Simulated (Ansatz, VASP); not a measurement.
## Two plane-wave programs on SiO2

Contents of INCAR:

```
PREC = Accurate ; ENCUT = 520
EDIFF = 1E-8 ; ISMEAR = -1
SIGMA = 0.02 ; LREAL = F
LASPH = T ; NELM = 80
ALGO = Normal ; ISIF = 2
LWAVE = F ; LCHARG = F
GGA = PE ; LEFG = T
NBANDS = 44
```

KPOINTS

```
regular mesh
0
Gamma
  5 5 4
```

Contents of POSCAR:

```
SiO2
1.0
    4.9755888200      0.0000000000      0.0000000000
    0.0000000000      4.9755888200      0.0000000000
    0.0000000000      0.0000000000      6.9008894400
Si O
4 8
Direct
    0.1967534400      0.1967534400      0.0000000000
    0.3032465600      0.6967534400      0.7500000000
    0.6967534400      0.3032465600      0.2500000000
    0.8032465600      0.8032465600      0.5000000000
    0.6103870700      0.7382423700      0.6820415600
    0.3896129300      0.2617576300      0.1820415600
    0.7382423700      0.6103870700      0.3179584400
    0.2382423700      0.8896129300      0.9320415600
    0.2617576300      0.3896129300      0.8179584400
    0.1103870700      0.7617576300      0.5679584400
    0.8896129300      0.2382423700      0.0679584400
    0.7617576300      0.1103870700      0.4320415600
```

Input for Ansatz:

```yaml
crystal:
  lattice:
    - [4.97558882, 0.0, 0.0]
    - [0.0, 4.97558882, 0.0]
    - [0.0, 0.0, 6.90088944]
  atoms:
    - { symbol: Si, position: [0.19675344, 0.19675344, 0.0] }
    - { symbol: Si, position: [0.30324656, 0.69675344, 0.75] }
    - { symbol: Si, position: [0.69675344, 0.30324656, 0.25] }
    - { symbol: Si, position: [0.80324656, 0.80324656, 0.5] }
    - { symbol: O, position: [0.61038707, 0.73824237, 0.68204156] }
    - { symbol: O, position: [0.38961293, 0.26175763, 0.18204156] }
    - { symbol: O, position: [0.73824237, 0.61038707, 0.31795844] }
    - { symbol: O, position: [0.23824237, 0.88961293, 0.93204156] }
    - { symbol: O, position: [0.26175763, 0.38961293, 0.81795844] }
    - { symbol: O, position: [0.11038707, 0.76175763, 0.56795844] }
    - { symbol: O, position: [0.88961293, 0.23824237, 0.06795844] }
    - { symbol: O, position: [0.76175763, 0.11038707, 0.43204156] }
kpoints:
  mp_grid: { grid: [5, 5, 4] }
scf:
  occupations: { method: fermi_dirac, width: 0.02 }
hamiltonian:
  xc: pbe
  pseudopotentials: { kind: paw, frozen_core: stored }
output:
  forces: true
  stress: true
  populations: true
  efg: { quadrupole_moments_barn: { O: -0.02558 } }
```

Alike in both runs: task electric field gradients; functional PBE; k mesh 5 × 5 × 4; occupations fermi-dirac, width 0.02 eV; no spin polarisation.

|  | VASP | Ansatz |
| --- | --- | --- |
| version | VASP 6.6.1 | Ansatz 0.2.0 |
| potentials or method | VASP PAW PBE potentials, release 64 (Si, O) | plane-wave PAW, scalar-relativistic |
| plane-wave cutoff (eV) | 520 | 420 |
| valence electrons in the cell | 64 | 64 |

|  | VASP | Ansatz | Ansatz less VASP |
| --- | --- | --- | --- |
| gap on the k mesh at the Fermi level (eV) | 5.73 | 5.73 | -0.002 |
| pressure (GPa) | 4.9 | 4.8 | -0.14 |
| traceless stress, the component that is largest in VASP (GPa) | 0.10 | 0.13 | +0.034 |
| rms of the force components (eV/Å) | 0.130 | 0.132 | +0.0024 |
| size of Vzz on the site where it differs most (V/Å²) | 88.3 | 95.5 | +7.26 |

Atom by atom the forces differ by 0.008 eV/Å (rms over components).
